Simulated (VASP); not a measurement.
# Rh (Fm-3m) in VASP: a series of runs, part 2 of 2

VASP 6.6.1. Earlier steps stand in the parts before.

### Step 5. Single point, PBEsol+D3(BJ)

This run uses another cell than the first one, of 13.17 Å³/atom, 0.908 times its volume.

INCAR reads:

```
PREC = Accurate ; ENCUT = 520
EDIFF = 1E-6 ; ISMEAR = -1
SIGMA = 0.05 ; LREAL = False
LASPH = True ; NELM = 80
ALGO = Normal ; ISIF = 2
LWAVE = False ; LCHARG = False
GGA = PS ; IVDW = 12
NBANDS = 14
```

KPOINTS reads:

```
Automatic mesh
0
Gamma
  12 12 12
```

POSCAR reads:

```
Rh
1.0
    0.0000000000      1.8741196029      1.8741196029
    1.8741196029      0.0000000000      1.8741196029
    1.8741196029      1.8741196029      0.0000000000
Rh
1
Direct
    0.0000000000      0.0000000000      0.0000000000
```

Potentials or basis: VASP PAW PBE potentials, release 64 (Rh_pv).

The run is started by

```bash
cat potpaw_PBE.64/Rh_pv/POTCAR > POTCAR
mpirun -np 1 vasp_std > vasp.out
```

OUTCAR:

```text
PREC = Accurate
   ENCUT = 520
   EDIFF = 1E-6
   ISMEAR = -1
   LREAL = False
   LASPH = True
   NELM = 80
   ISIF = 2
   GGA = PS
   IVDW = 12
 IVDW          = 12

 ion  position               nearest neighbor table
   1  0.000  0.000  0.000-

  LATTYP: Found a face centered cubic cell.
 ALAT       =     3.7482392058

  Lattice vectors:

 A1 = (   0.0000000000,   1.8741196029,   1.8741196029)
 A2 = (   1.8741196029,   0.0000000000,   1.8741196029)
 A3 = (   1.8741196029,   1.8741196029,   0.0000000000)

Analysis of symmetry for initial positions (statically):
[... 33 lines left out ...]
                                     Primitive cell

  volume of cell :      13.1650

  direct lattice vectors                    reciprocal lattice vectors
     0.000000000  1.874119603  1.874119603    -0.266791938  0.266791938  0.266791938
     1.874119603  0.000000000  1.874119603     0.266791938 -0.266791938  0.266791938
     1.874119603  1.874119603  0.000000000     0.266791938  0.266791938 -0.266791938

  length of vectors
     2.650405360  2.650405360  2.650405360     0.462097191  0.462097191  0.462097191
[... 133 lines left out ...]
 k-point     1 :       0.0000    0.0000    0.0000
  band No.  band energies     occupation
      1     -33.8585      2.00000
      2     -33.8585      2.00000
      3     -33.8585      2.00000
      4       4.1911      2.00000
      5       9.2487      2.00000
      6       9.2487      2.00000
      7       9.2487      2.00000
      8      11.5072      2.00000
      9      11.5072      2.00000
     10      28.4637      0.00000
     11      32.7725      0.00000
     12      34.1629      0.00000
     13      34.1629      0.00000
     14      34.1629      0.00000
[... 377 lines left out ...]
      1     -34.6342      2.00000
      2     -34.1315      2.00000
      3     -34.0073      2.00000
      4       6.8002      2.00000
      5       8.5329      2.00000
      6       9.8867      2.00000
      7      10.3345      2.00000
      8      12.8423      0.01166
      9      16.8137      0.00000
     10      21.6672      0.00000
     11      28.7887      0.00000
     12      31.7480      0.00000
     13      32.7822      0.00000
     14      33.5559      0.00000

 [... further k-points ...]

------------------------ aborting loop because EDIFF is reached ----------------------------------------

 Edisp (eV)   -0.63543

 E8    (eV) :    -0.4280

  FORCE on cell =-STRESS in cart. coord.  units (eV):
  Direction    XX          YY          ZZ          XY          YZ          ZX
  --------------------------------------------------------------------------------------
  -------------------------------------------------------------------------------------
  Total      -0.00657    -0.00657    -0.00657     0.00000    -0.00000     0.00000
  in kB      -0.79898    -0.79898    -0.79898     0.00000    -0.00000     0.00000
  external pressure =       -0.80 kB  Pullay stress =        0.00 kB

 VOLUME and BASIS-vectors are now :
 -----------------------------------------------------------------------------
  energy-cutoff  :      520.00
  volume of cell :       13.17
      direct lattice vectors                 reciprocal lattice vectors
     0.000000000  1.874119603  1.874119603    -0.266791938  0.266791938  0.266791938
     1.874119603  0.000000000  1.874119603     0.266791938 -0.266791938  0.266791938
     1.874119603  1.874119603  0.000000000     0.266791938  0.266791938 -0.266791938

 POSITION                                       TOTAL-FORCE (eV/Angst)
 -----------------------------------------------------------------------------------
      0.00000      0.00000      0.00000         0.000000      0.000000      0.000000
 -----------------------------------------------------------------------------------
    total drift:                                0.000000     -0.000000     -0.000000

  FREE ENERGIE OF THE ION-ELECTRON SYSTEM (eV)
  ---------------------------------------------------
  free  energy   TOTEN  =        -8.7738300803 eV

  energy  without entropy=       -8.7662492664  energy(sigma->0) =       -8.77003967
```

stdout:

```text
POSCAR found type information on POSCAR Rh
 POSCAR found :  1 types and       1 ions
 scaLAPACK will be used
 -----------------------------------------------------------------------------
|                                                                             |
|                                                                             |
|     You enforced a specific xc type in the INCAR file but a different       |
|     I HOPE YOU KNOW WHAT YOU ARE DOING!                                     |
|                                                                             |
 -----------------------------------------------------------------------------

 LDA part: xc-table for (Slater+PW92), standard interpolation
 POSCAR, INCAR and KPOINTS ok, starting setup
 FFT: planning ... GRIDC
 FFT: planning ... GRID_SOFT
 FFT: planning ... GRID
 WAVECAR not read
 entering main loop
```

It took 8.6 s on 1 thread of Intel Xeon 6975P-C (Granite Rapids), shared host; peak memory 0.14 GiB.

What came out:

```
Free energy                : -8.7738 eV
Pressure                   : -0.1 GPa
Dispersion energy per atom : -0.635 eV
```

Caveat: the PAW data sets were made with another functional, which shifts forces and pressure a little; pairwise dispersion overbinds metals, which lowers pressure and volume.

### Step 6. Overview

| level | potentials or basis | cell | k mesh | smearing | gap on the mesh (eV) | pressure (GPa) |
| --- | --- | --- | --- | --- | --- | --- |
| LDA | VASP PAW LDA potentials, release 64 (Rh_pv) | a = 2.737 Å, angles 60.0°, 1 atom | 12 × 12 × 12 | fermi-dirac 0.05 eV | none | -22.5 |
| PBE | VASP PAW PBE potentials, release 64 (Rh_pv) | a = 2.684 Å, angles 60.0°, 1 atom | 8 × 8 × 8 | fermi-dirac 0.03 eV | none | 8.3 |
| PBEsol+D4 | VASP PAW PBE potentials, release 64 (Rh_pv) | a = 2.657 Å, angles 60.0°, 1 atom | 12 × 12 × 12 | fermi-dirac 0.05 eV | none | -0.1 |
| PBEsol+D3(BJ) | VASP PAW PBE potentials, release 64 (Rh_pv) | a = 2.650 Å, angles 60.0°, 1 atom | 12 × 12 × 12 | fermi-dirac 0.05 eV | none | -0.1 |

Alike in all rows: task single point; no spin polarisation; cutoff (eV) 520.

Caveats: the PAW data sets were made with another functional, which shifts forces and pressure a little (some runs); pairwise dispersion overbinds metals, which lowers pressure and volume (some runs).

Absolute energies hang on the potentials; compare differences alone.
